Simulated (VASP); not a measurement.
# AlN (series) (F-43m) in VASP: notebook, part 2 of 2

VASP 6.6.1. The steps go on from the part before.

## Step 3: Single point, PBE

Input file INCAR:

```
PREC = Accurate ; ENCUT = 600
EDIFF = 1E-6 ; ISMEAR = 0
SIGMA = 0.02 ; LREAL = False
LASPH = True ; NELM = 120
ALGO = Normal ; ISIF = 2
LWAVE = False ; LCHARG = False
GGA = PE ; NBANDS = 11
GGA_COMPAT = False
```

Input file KPOINTS:

```
regular mesh
0
Gamma
  10 10 10
```

Input file POSCAR:

```
AlN
1.0
    0.0000000000      2.1839935596      2.1839935596
    2.1839935596      0.0000000000      2.1839935596
    2.1839935596      2.1839935596      0.0000000000
Al N
1 1
Direct
    0.0000000000      0.0000000000      0.0000000000
    0.7500000000      0.7500000000      0.7500000000
```

Potentials or basis: VASP PAW PBE potentials, release 64 (Al, N).

Run with:

```sh
$ cat potpaw_PBE.64/Al/POTCAR potpaw_PBE.64/N/POTCAR > POTCAR
$ mpirun -np 1 vasp_std > vasp.out
```

OUTCAR:

```text
PREC = Accurate
   ENCUT = 600
   EDIFF = 1E-6
   ISMEAR = 0
   LREAL = False
   LASPH = True
   NELM = 120
   ISIF = 2
   GGA = PE

 ion  position               nearest neighbor table
   1  0.000  0.000  0.000-   2 1.89   2 1.89   2 1.89   2 1.89
   2  0.750  0.750  0.750-   1 1.89   1 1.89   1 1.89   1 1.89

  LATTYP: Found a face centered cubic cell.
 ALAT       =     4.3679871192

  Lattice vectors:

 A1 = (   0.0000000000,   2.1839935596,   2.1839935596)
 A2 = (   2.1839935596,   0.0000000000,   2.1839935596)
 A3 = (   2.1839935596,   2.1839935596,   0.0000000000)

Analysis of symmetry for initial positions (statically):
=====================================================================
 Subroutine PRICEL returns:
 Original cell was already a primitive cell.

 Routine SETGRP: Setting up the symmetry group for a
 face centered cubic supercell.

 Subroutine GETGRP returns: Found 24 space group operations
 (whereof 24 operations were pure point group operations)
 out of a pool of 48 trial point group operations.

The static configuration has the point symmetry T_d .

Analysis of symmetry for dynamics (positions and initial velocities):
=====================================================================
 Subroutine PRICEL returns:
 Original cell was already a primitive cell.

 Routine SETGRP: Setting up the symmetry group for a
 face centered cubic supercell.

 Subroutine GETGRP returns: Found 24 space group operations
 (whereof 24 operations were pure point group operations)
 out of a pool of 48 trial point group operations.

The dynamic configuration has the point symmetry T_d .

 Subroutine INISYM returns: Found 24 space group operations
 (whereof 24 operations are pure point group operations),
 and found     1 'primitive' translations

----------------------------------------------------------------------------------------

                                     Primitive cell

  volume of cell :      20.8345

  direct lattice vectors                    reciprocal lattice vectors
     0.000000000  2.183993560  2.183993560    -0.228938404  0.228938404  0.228938404
     2.183993560  0.000000000  2.183993560     0.228938404 -0.228938404  0.228938404
     2.183993560  2.183993560  0.000000000     0.228938404  0.228938404 -0.228938404

  length of vectors
     3.088633312  3.088633312  3.088633312     0.396532948  0.396532948  0.396532948

  position of ions in fractional coordinates (direct lattice)
     0.000000000  0.000000000  0.000000000
     0.750000000  0.750000000  0.750000000

  ion indices of the primitive-cell ions
   primitive index   ion index
                 1           1
                 2           2

----------------------------------------------------------------------------------------

 KPOINTS: regular mesh

Automatic generation of k-mesh.
 Grid dimensions read from file:
 generate k-points for:   10   10   10

 Generating k-lattice:

  Cartesian coordinates                     Fractional coordinates (reciprocal lattice)
    -0.022893840  0.022893840  0.022893840     0.100000000  0.000000000  0.000000000
     0.022893840 -0.022893840  0.022893840     0.000000000  0.100000000  0.000000000
     0.022893840  0.022893840 -0.022893840     0.000000000  0.000000000  0.100000000

  Length of vectors
     0.039653295  0.039653295  0.039653295

  Shift w.r.t. Gamma in fractional coordinates (k-lattice)
     0.000000000  0.000000000  0.000000000

 Subroutine IBZKPT returns following result:
 ===========================================

 Found     47 irreducible k-points:

 Following reciprocal coordinates:
            Coordinates               Weight
  0.000000  0.000000  0.000000      1.000000
  0.100000  0.000000  0.000000      8.000000
  0.200000  0.000000  0.000000      8.000000
  0.300000  0.000000  0.000000      8.000000
  0.400000  0.000000  0.000000      8.000000
  0.500000  0.000000  0.000000      4.000000
[... 16 lines left out ...]
  0.300000  0.300000  0.000000      6.000000
  0.400000  0.300000  0.000000     24.000000
 [... further k-points ...]
   k-points           NKPTS =     47   k-points in BZ     NKDIM =     47   number of bands    NBANDS=     11
   number of dos      NEDOS =    301   number of ions     NIONS =      2
   total plane-waves  NPLWV =  21952
   dimension x,y,z NGX =    28 NGY =   28 NGZ =   28
   dimension x,y,z NGXF=    56 NGYF=   56 NGZF=   56
   ions per type =               1   1
   NGX,Y,Z   is equivalent  to a cutoff of  15.07, 15.07, 15.07 a.u.
   NGXF,Y,Z  is equivalent  to a cutoff of  30.14, 30.14, 30.14 a.u.
 SYSTEM =  unknown system
   PREC   = accura    normal or accurate (medium, high low for compatibility)
   ISTART =      0    job   : 0-new  1-cont  2-samecut
   ICHARG =      2    charge: 1-file 2-atom 10-const
   ISPIN  =      1    spin polarized calculation?
   LNONCOLLINEAR =      F non collinear calculations
   LSORBIT =      F    spin-orbit coupling
   LASPH  =      T    aspherical Exc in radial PAW
   ENCUT  =  600.0 eV  44.10 Ry    6.64 a.u.   6.17  6.17  6.17*2*pi/ulx,y,z
   NELM   =    120;   NELMIN=  2; NELMDL= -5     # of ELM steps
   EDIFF  = 0.1E-05   stopping-criterion for ELM
   LREAL  =      F    real-space projection
   EDIFFG = 0.1E-04   stopping-criterion for IOM
   NSW    =      0    number of steps for IOM
   IBRION =     -1    ionic relax: 0-MD 1-quasi-New 2-CG
   NFREE  =      0    steps in history (QN), initial steepest desc. (CG)
   ISIF   =      2    stress and relaxation
   ISYM   =      2    0-nonsym 1-usesym 2-fastsym
   POTIM  = 0.5000    time-step for ionic-motion
   TEBEG  =    0.0;   TEEND  =   0.0 temperature during run
   PSTRESS=    0.0 pullay stress
   NELECT =       8.0000    total number of electrons
   NUPDOWN=      -1.0000    fix difference up-down
   EMIN   =  10.00;   EMAX   =-10.00  energy-range for DOS
   EFERMI =   0.00;   METHOD = LEGACY
   ISMEAR =     0;   SIGMA  =   0.02  broadening in eV -4-tet -1-fermi 0-gaus
   EFERMI_NEDOS =   21; number of points for ismear=-14 and -15
   IALGO  =     38    algorithm
   IMIX   =      4    mixing-type and parameters
     AMIX     =   0.40;   BMIX     =  1.00
     AMIX_MAG =   1.60;   BMIX_MAG =  1.00
  volume/ion in A,a.u.               =      10.42        70.30
  Fermi-wavevector in a.u.,A,eV,Ry     =   1.189899  2.248583 19.263943  1.415860
  Thomas-Fermi vector in A             =   2.325996
   LORBIT       =      0    0 simple, 1 ext, 2 COOP (PROOUT), +10 PAW based schemes
   GGA     = PE    functional components
   LHFCALC =     F    Hartree Fock is set to
   AEXX    =    0.0000 exact exchange contribution
   IVDW    =     0    specifies the selected vdW correction
   LEPSILON=     F    determine dielectric tensor
   LRPA    =     F    only Hartree local field effects (RPA)
 non-spin polarized calculation
 Gauss-broadening in eV      SIGMA  =   0.02
  energy-cutoff  :      600.00
  volume of cell :       20.83
 maximum number of plane-waves:       725
 NGX is ok and might be reduce to    28
   NGX = 13   NGY = 13   NGZ = 13

 number of electron       7.9999999 magnetization

 Free energy of the ion-electron system (eV)
  ---------------------------------------------------
  ext. energy  EPLUGINS =         0.00000000
  ---------------------------------------------------
  free energy    TOTEN  =       -14.84195161 eV

  energy without entropy =      -14.84195161  energy(sigma->0) =      -14.84195161

 E-fermi :   6.1210     XC(G=0): -10.9339

 val. band max:        5.9697478893   @ k =   0.0000   0.0000   0.0000
 cond. band min:       9.2877498485   @ k =   0.5000   0.5000   0.0000
 fundamental gap:      3.3180019592
 Fermi energy:         6.1210158261

 k-point     1 :       0.0000    0.0000    0.0000
  band No.  band energies     occupation
      1      -9.0117      2.00000
      2       5.9697      2.00000
      3       5.9697      2.00000
      4       5.9697      2.00000
      5      10.1659      0.00000
      6      18.5302      0.00000
      7      18.5302      0.00000
      8      18.5302      0.00000
      9      23.6585      0.00000
     10      23.6585      0.00000
     11      25.0602      0.00000
[... 309 lines left out ...]
 k-point    24 :       0.4000    0.3000    0.0000
  band No.  band energies     occupation
      1      -7.0047      2.00000
      2       1.8213      2.00000
      3       4.2686      2.00000
      4       4.5672      2.00000
      5      10.8859      0.00000
      6      15.5054      0.00000
      7      18.2227      0.00000
      8      20.5587      0.00000
      9      21.0685      0.00000
     10      27.2833      0.00000
     11      29.5347      0.00000

 [... further k-points ...]

------------------------ aborting loop because EDIFF is reached ----------------------------------------

  FORCE on cell =-STRESS in cart. coord.  units (eV):
  Direction    XX          YY          ZZ          XY          YZ          ZX
  --------------------------------------------------------------------------------------
  -------------------------------------------------------------------------------------
  Total        0.5797849      0.5797849      0.5797849      0.0000000      0.0000000      0.0000000
  in kB       44.5854780     44.5854780     44.5854780      0.0000000      0.0000000      0.0000000
  external PRESSURE =      44.5854780 kB  Pullay stress =       0.0000000 kB

 VOLUME and BASIS-vectors are now :
 -----------------------------------------------------------------------------
  energy-cutoff  :      600.00
  volume of cell :       20.83
      direct lattice vectors                 reciprocal lattice vectors
     0.000000000  2.183993560  2.183993560    -0.228938404  0.228938404  0.228938404
     2.183993560  0.000000000  2.183993560     0.228938404 -0.228938404  0.228938404
     2.183993560  2.183993560  0.000000000     0.228938404  0.228938404 -0.228938404

 POSITION                                       TOTAL-FORCE (eV/Angst)
 -----------------------------------------------------------------------------------
      0.00000      0.00000      0.00000        -0.000000     -0.000000      0.000000
      3.27599      3.27599      3.27599         0.000000      0.000000     -0.000000
 -----------------------------------------------------------------------------------
    total drift:                               -0.000000     -0.000000     -0.000000

  FREE ENERGIE OF THE ION-ELECTRON SYSTEM (eV)
  ---------------------------------------------------
  free  energy   TOTEN  =       -14.8419516121 eV

  energy  without entropy=      -14.8419516121  energy(sigma->0) =      -14.84195161
```

OSZICAR:

```text
N       E                     dE             d eps       ncg     rms          rms(c)
DAV:   1     0.138366857284E+02    0.13837E+02   -0.42101E+03  1042   0.689E+02
DAV:   2    -0.161326145010E+02   -0.29969E+02   -0.29005E+02  1246   0.155E+02
DAV:   3    -0.172163589622E+02   -0.10837E+01   -0.10817E+01  1285   0.277E+01
DAV:   4    -0.172227065468E+02   -0.63476E-02   -0.63470E-02  1187   0.221E+00
DAV:   5    -0.172227853840E+02   -0.78837E-04   -0.78836E-04  1253   0.240E-01    0.862E+00
DAV:   6    -0.148517150407E+02    0.23711E+01   -0.11864E+01  1269   0.181E+01    0.280E+00
DAV:   7    -0.148484053343E+02    0.33097E-02   -0.17455E-01  1163   0.322E+00    0.204E+00
DAV:   8    -0.148433968355E+02    0.50085E-02   -0.28905E-02  1148   0.171E+00    0.588E-01
DAV:   9    -0.148419063556E+02    0.14905E-02   -0.40725E-03  1258   0.407E-01    0.234E-01
DAV:  10    -0.148419407249E+02   -0.34369E-04   -0.49813E-04  1151   0.146E-01    0.211E-02
DAV:  11    -0.148419516435E+02   -0.10919E-04   -0.17597E-05  1211   0.299E-02    0.155E-02
DAV:  12    -0.148419516121E+02    0.31438E-07   -0.43424E-07   763   0.536E-03
   1 F= -.14841952E+02 E0= -.14841952E+02  d E =-.484925E-29
```

Wall time 18 s (1 thread of AMD EPYC 7R13, shared host); peak memory 0.12 GiB.

What came out:

```yaml
Free_energy: -14.8420 eV
Pressure: 4.5 GPa
Band_gap_on_the_k_mesh: 3.32 eV, indirect (least direct gap 4.20 eV)
```

Levels at points of the mesh, in eV from the valence-band top:
| k point | band 1 | band 2 | band 3 | band 4 | band 5 | band 6 | band 7 | band 8 |
| --- | --- | --- | --- | --- | --- | --- | --- | --- |
| (0.00, 0.00, 0.00) | -14.98 | 0.00 | 0.00 | 0.00 | 4.20 | 12.56 | 12.56 | 12.56 |
| (0.50, 0.00, 0.00) | -12.93 | -5.85 | -0.48 | -0.48 | 7.38 | 9.87 | 11.15 | 11.15 |
| (0.50, 0.50, 0.00) | -12.30 | -4.90 | -1.77 | -1.77 | 3.32 | 8.62 | 13.96 | 15.73 |

## Step 4: Single point, PBE

Input file INCAR:

```
PREC = Accurate ; ENCUT = 600
EDIFF = 1E-6 ; ISMEAR = 0
SIGMA = 0.02 ; LREAL = F
LASPH = T ; NELM = 120
ALGO = Normal ; ISIF = 2
LWAVE = F ; LCHARG = F
GGA = PE ; NBANDS = 11
GGA_COMPAT = F
```

Input file KPOINTS:

```
Automatic mesh
0
Gamma
  12 12 12
```

POSCAR is that of step 3.

Potentials or basis: VASP PAW PBE potentials, release 64 (Al, N).

Run with:

```sh
$ cat potpaw_PBE.64/Al/POTCAR potpaw_PBE.64/N/POTCAR > POTCAR
$ mpirun -np 1 vasp_std > vasp.out
```

OUTCAR:

```text
PREC = Accurate
   ENCUT = 600
   EDIFF = 1E-6
   ISMEAR = 0
   LREAL = F
   LASPH = T
   NELM = 120
   ISIF = 2
   GGA = PE

 ion  position               nearest neighbor table
   1  0.000  0.000  0.000-   2 1.89   2 1.89   2 1.89   2 1.89
   2  0.750  0.750  0.750-   1 1.89   1 1.89   1 1.89   1 1.89

  LATTYP: Found a face centered cubic cell.
 ALAT       =     4.3679871192

  Lattice vectors:

 A1 = (   0.0000000000,   2.1839935596,   2.1839935596)
 A2 = (   2.1839935596,   0.0000000000,   2.1839935596)
 A3 = (   2.1839935596,   2.1839935596,   0.0000000000)

Analysis of symmetry for initial positions (statically):
=====================================================================
 Subroutine PRICEL returns:
 Original cell was already a primitive cell.

 Routine SETGRP: Setting up the symmetry group for a
 face centered cubic supercell.

 Subroutine GETGRP returns: Found 24 space group operations
 (whereof 24 operations were pure point group operations)
 out of a pool of 48 trial point group operations.

The static configuration has the point symmetry T_d .

Analysis of symmetry for dynamics (positions and initial velocities):
[... 174 lines left out ...]
      6      18.5302      0.00000
      7      18.5302      0.00000
      8      18.5302      0.00000
      9      23.6585      0.00000
     10      23.6585      0.00000
     11      25.0602      0.00000
[... 309 lines left out ...]
 k-point    24 :      -0.4167    0.1667    0.0000
  band No.  band energies     occupation
      1      -6.7838      2.00000
      2       0.5827      2.00000
      3       4.1920      2.00000
      4       5.2556      2.00000
      5      13.6038      0.00000
      6      14.7846      0.00000
      7      18.0034      0.00000
      8      18.1642      0.00000
      9      23.8903      0.00000
     10      24.7345      0.00000
     11      26.5593      0.00000

 [... further k-points ...]

------------------------ aborting loop because EDIFF is reached ----------------------------------------

  FORCE on cell =-STRESS in cart. coord.  units (eV):
  Direction    XX          YY          ZZ          XY          YZ          ZX
  --------------------------------------------------------------------------------------
  -------------------------------------------------------------------------------------
  Total        0.5798299      0.5798299      0.5798299     -0.0000000     -0.0000000      0.0000000
  in kB       44.5889374     44.5889374     44.5889374     -0.0000000     -0.0000000      0.0000000
  external PRESSURE =      44.5889374 kB  Pullay stress =       0.0000000 kB

 VOLUME and BASIS-vectors are now :
 -----------------------------------------------------------------------------
  energy-cutoff  :      600.00
  volume of cell :       20.83
      direct lattice vectors                 reciprocal lattice vectors
     0.000000000  2.183993560  2.183993560    -0.228938404  0.228938404  0.228938404
     2.183993560  0.000000000  2.183993560     0.228938404 -0.228938404  0.228938404
     2.183993560  2.183993560  0.000000000     0.228938404  0.228938404 -0.228938404

 POSITION                                       TOTAL-FORCE (eV/Angst)
 -----------------------------------------------------------------------------------
      0.00000      0.00000      0.00000         0.000000      0.000000      0.000000
      3.27599      3.27599      3.27599        -0.000000     -0.000000     -0.000000
 -----------------------------------------------------------------------------------
    total drift:                               -0.000000     -0.000000     -0.000000

  FREE ENERGIE OF THE ION-ELECTRON SYSTEM (eV)
  ---------------------------------------------------
  free  energy   TOTEN  =       -14.8419567056 eV

  energy  without entropy=      -14.8419567056  energy(sigma->0) =      -14.84195671
```

Run time: 28 s. Hardware: 1 thread of AMD EPYC 7R13, shared host; peak memory 0.13 GiB.

What came out:

- Free energy: -14.8420 eV
- Pressure: 4.5 GPa
- Band gap on the k mesh: 3.32 eV, indirect (least direct gap 4.20 eV)

Levels at points of the mesh, in eV from the valence-band top:
| k point | band 1 | band 2 | band 3 | band 4 | band 5 | band 6 | band 7 | band 8 | band 9 |
| --- | --- | --- | --- | --- | --- | --- | --- | --- | --- |
| (0.00, 0.00, 0.00) | -14.98 | 0.00 | 0.00 | 0.00 | 4.20 | 12.56 | 12.56 | 12.56 | 17.69 |
| (0.50, 0.00, 0.00) | -12.93 | -5.85 | -0.48 | -0.48 | 7.38 | 9.87 | 11.15 | 11.15 | 17.99 |
| (0.50, 0.50, 0.00) | -12.30 | -4.90 | -1.77 | -1.77 | 3.32 | 8.62 | 13.96 | 15.73 | 15.73 |

## Step 5: Single point, PBE

Input file INCAR:

```
PREC = Accurate ; ENCUT = 600
EDIFF = 1E-6 ; ISMEAR = 0
SIGMA = 0.02 ; LREAL = F
LASPH = T ; NELM = 120
ALGO = Normal ; ISIF = 2
LWAVE = F ; LCHARG = T
GGA = PE ; LELF = T
LVHAR = T ; NBANDS = 11
GGA_COMPAT = F
```

Input file KPOINTS:

```
regular mesh
0
Gamma
  14 14 14
```

POSCAR is that of step 4.

Run with:

```sh
$ cat potpaw_PBE.64/Al/POTCAR potpaw_PBE.64/N/POTCAR > POTCAR
$ mpirun -np 1 vasp_std > vasp.out
```

Wall time 43 s (1 thread of AMD EPYC 7R13, shared host); peak memory 0.14 GiB.

Results (log left out):

| Quantity | Value |
| --- | --- |
| Free energy | -14.8420 eV |
| Pressure | 4.5 GPa |
| Band gap on the k mesh | 3.32 eV, indirect (least direct gap 4.20 eV) |

Levels at points of the mesh, in eV from the valence-band top:
```tsv
k point	band 1	band 2	band 3	band 4	band 5	band 6	band 7	band 8	band 9
(0.00, 0.00, 0.00)	-14.98	0.00	0.00	0.00	4.20	12.56	12.56	12.56	17.69
(0.50, 0.00, 0.00)	-12.93	-5.85	-0.48	-0.48	7.38	9.87	11.15	11.15	17.99
(0.50, 0.50, 0.00)	-12.30	-4.90	-1.77	-1.77	3.32	8.62	13.96	15.73	15.73
```

## Step 6: The runs side by side

| k mesh | gap on the mesh (eV) | pressure (GPa) |
| --- | --- | --- |
| 8 × 8 × 8 | 3.32 | 4.5 |
| 10 × 10 × 10 | 3.32 | 4.5 |
| 12 × 12 × 12 | 3.32 | 4.5 |
| 14 × 14 × 14 | 3.32 | 4.5 |

Alike in all rows: task single point; level PBE; potentials or basis VASP PAW PBE potentials, release 64 (Al, N); no spin polarisation; cell as given; cutoff (eV) 600; smearing gaussian 0.02 eV.

On the cell as given the gap runs from 3.32 eV (PBE) to 3.32 eV (PBE); the meshes differ, which moves gaps too.

Absolute energies hang on the potentials; compare differences alone.
